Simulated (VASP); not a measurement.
Here is a VASP 6.6.1 calculation.

Contents of INCAR:

```
  PREC = Accurate
  ENCUT = 520
  EDIFF = 1E-7
  ISMEAR = 0
  SIGMA = 0.05
  LREAL = Auto
  LASPH = True
  NELM = 100
  ALGO = Normal
  ISIF = 2
  LWAVE = False
  LCHARG = True
  GGA = PS
  LELF = True
  LVHAR = True
  NBANDS = 53
```

Contents of KPOINTS:

```
regular mesh
0
Gamma
  2 2 2
```

Contents of POSCAR:

```
Si16Ge
1.0
    0.0000000000      5.4300000000      5.4300000000
    5.4300000000      0.0000000000      5.4300000000
    5.4300000000      5.4300000000      0.0000000000
Si Ge
16 1
Direct
    0.0005937385     -0.0070887661      0.0001139963
    0.1339287293      0.1005799263      0.1321309392
    0.0012005525     -0.0072038674      0.5051233886
    0.1146146409      0.1269816759      0.6287674954
    0.0092605893      0.4729863720      0.0087784530
    0.1190492634      0.6219293738      0.1190127993
   -0.0249997238      0.5069083794      0.5083205341
    0.1192272560      0.6219486188      0.6397882136
    0.5069411602     -0.0069035912     -0.0000918048
    0.6291105893      0.1274104052      0.1149426335
    0.4904964088      0.0286041436      0.4907575506
    0.6299476980      0.1272587477      0.6285182320
    0.5082567219      0.5075399632     -0.0234552486
    0.6402905157      0.6220595764      0.1189197974
    0.5099128913      0.5072265193      0.5079049724
    0.6116953959      0.6633211786      0.6133476980
    0.3584974217      0.4226534070      0.3603296501
```

Potentials or basis: VASP PAW PBE potentials, release 64 (Si, Ge_d).

Command:

```sh
$ cat potpaw_PBE.64/Si/POTCAR potpaw_PBE.64/Ge_d/POTCAR > POTCAR
$ mpirun -np 1 vasp_std > vasp.out
```

**Question.** Predict the largest force.

**Answer.** 0.298 eV/Å.

**Question.** What does it give for the band gap on the k mesh?

**Answer.** Zero (band 39 reaches 6.85 eV, above the bottom of band 40 at 6.62 eV).

**Question.** Predict the pressure.

**Answer.** 4.5 GPa.

Stress tensor (GPa, compression positive):
```
 4.45  0.18 -0.18
 0.18  4.47  0.15
-0.18  0.15  4.47
```

Caveat: the k points lie up to 0.50 Å⁻¹ apart; the PAW data sets were made with another functional, which shifts forces and pressure a little.
